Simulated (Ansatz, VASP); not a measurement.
**WS2 in VASP and in Ansatz**

```
S W
1.0
     3.15955    0.00000    0.00000
    -1.57977    2.73625    0.00000
     0.00000    0.00000   23.80426
S W
4 2
Direct
  0.33333 0.66667 0.18904
  0.33333 0.66667 0.32146
  0.66667 0.33333 0.48278
  0.66667 0.33333 0.61519
  0.66667 0.33333 0.25525
  0.00000 0.00000 0.54899
```

Alike in both runs: task single point; functional PBE; dispersion D3(BJ); k mesh 9 × 9 × 1; occupations gaussian, width 0.05 eV; no spin polarisation.

```csv
,VASP,Ansatz
version,VASP 6.6.1,Ansatz 0.2.0
potentials or method,"VASP PAW PBE potentials, release 64 (S, W_sv), cutoff 520 eV","scalar-relativistic, plane waves, PAW"
valence electrons in the cell,52,52
```

Ansatz gave:

| Quantity | Value |
| --- | --- |
| gap on the k mesh at the Fermi level (eV) | 1.85 |
| least direct gap on the mesh (eV) | 1.91 |
| rms of the force components (eV/Å) | 0.028 |

Question: What did VASP give for the same quantities?

Answer: gap on the k mesh at the Fermi level (eV): 1.86; least direct gap on the mesh (eV): 1.92; rms of the force components (eV/Å): 0.029.

Spin-orbit coupling is off throughout.
